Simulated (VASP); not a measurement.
Set up this calculation in VASP 6.6.1, as the native input.

- Task: single point
- Functional: PBE
- Potentials or basis: VASP PAW PBE potentials, release 64 (Rb_sv, Br)
- Cutoff: 520 eV
- k mesh: 4 × 4 × 4
- Occupations: gaussian, width 0.01 eV
- Spin: no spin polarisation
- Dipole correction: no
- Further INCAR settings: ALGO = Normal; EDIFF = 1e-06; NBANDS = 15

The structure of RbBr lies in POSCAR:

```
RbBr
1.0
    0.0000000000      3.7727594430      4.0420150981
    3.7727594430      0.0000000000      4.0420150981
    3.7727594430      3.7727594430      0.0000000000
Rb Br
1 1
Direct
    0.0000000000      0.0000000000      0.0000000000
    0.2500000000      0.2500000000      0.2500000000
```

This cell differs from its parent crystal: epitaxial xy strain -2.5%.

One way to write it, as run:

INCAR

```
SYSTEM = RbBr
PREC     = Accurate       ! precision mode
ENCUT    = 520            ! plane-wave cutoff, eV
EDIFF    = 1E-6           ! SCF threshold, eV
ISMEAR   = 0              ! smearing method
SIGMA    = 0.01           ! smearing width, eV
LREAL    = .False.        ! projectors in reciprocal space
LASPH    = .True.         ! aspherical terms in the spheres
NELM     = 80             ! most SCF steps
ALGO     = Normal         ! electronic algorithm
ISIF     = 2              ! what is computed and relaxed
LWAVE    = .False.        ! write WAVECAR
LCHARG   = .True.         ! write CHGCAR
GGA      = PE             ! functional
LELF     = .True.         ! ELF
LVHAR    = .True.       
NBANDS   = 15             ! bands
```

KPOINTS

```
regular mesh
0
Gamma
  4 4 4
  0 0 0
```

Potentials or basis: VASP PAW PBE potentials, release 64 (Rb_sv, Br).

The run is started by

```console
$ cat potpaw_PBE.64/Rb_sv/POTCAR potpaw_PBE.64/Br/POTCAR > POTCAR
$ mpirun -np 1 vasp_std > vasp.out
```

Results of the run:

The pressure is 0.2 GPa and the band gap on the k mesh is 4.05 eV (least direct gap 4.16 eV).

Caveat: the cell differs from its parent crystal (epitaxial xy strain -2.5%); the structure was generated, so it needn't be the stable form of RbBr.

Run time: 34 s on 1 thread of Intel(R) Xeon(R) Platinum 8259CL CPU @ 2.50GHz (Skylake/Cascade Lake), with other jobs on the host, peak memory 0.25 GiB.
